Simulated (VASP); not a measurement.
Input of a VASP 6.6.1 run:

File INCAR:

```
SYSTEM = Sb
PREC = Accurate ; ENCUT = 600
EDIFF = 1E-7 ; ISMEAR = 0
SIGMA = 0.1 ; LREAL = .FALSE.
LASPH = .TRUE. ; NELM = 100
ALGO = Normal ; ISIF = 3
LWAVE = .FALSE. ; LCHARG = .FALSE.
GGA = PE ; IBRION = 2
NSW = 100 ; EDIFFG = -0.002
```

Contents of KPOINTS:

```
regular mesh
0
G
  12 12 12
  0 0 0
```

File POSCAR:

```
Sb
1.0
    2.1506000000      1.2416494900      3.7440000000
   -2.1506000000      1.2416494900      3.7440000000
    0.0000000000     -2.4832989800      3.7440000000
Sb
2
Direct
    0.2336400000      0.2336400000      0.2336400000
    0.7663600000      0.7663600000      0.7663600000
```

Potentials or basis: VASP PAW PBE potentials, release 64 (Sb).

Command:

```sh
$ cat potpaw_PBE.64/Sb/POTCAR > POTCAR
$ mpirun -np 1 vasp_std > vasp.out
```

Task: What does it give for the relaxed cell?

Result: a = 4.587 Å, b = 4.587 Å, c = 4.587 Å, α = 57.00°, β = 57.00°, γ = 57.00°.

Task: Predict the relaxed volume.

Result: 31.77 Å³/atom.

Step by step:
```
step  energy change (eV)  largest force (eV/Å)  pressure (GPa)  volume (Å³)
   1              0.0000                0.2616            3.18        59.99
   2             -0.0168                0.2557           -1.75        65.31
   3             -0.0311                0.0624            0.05        63.06
   4             -0.0314                0.0449            0.03        63.15
   5             -0.0317                0.0118            0.01        63.33
   6             -0.0318                0.0031            0.00        63.41
   7             -0.0319                0.0025            0.01        63.46
   8             -0.0319                0.0018            0.01        63.51
   9             -0.0319                0.0017            0.02        63.52
  10             -0.0319                0.0039           -0.03        63.58
  11             -0.0319                0.0004            0.00        63.53
```

 Zero-point motion and thermal expansion aren't in these numbers.
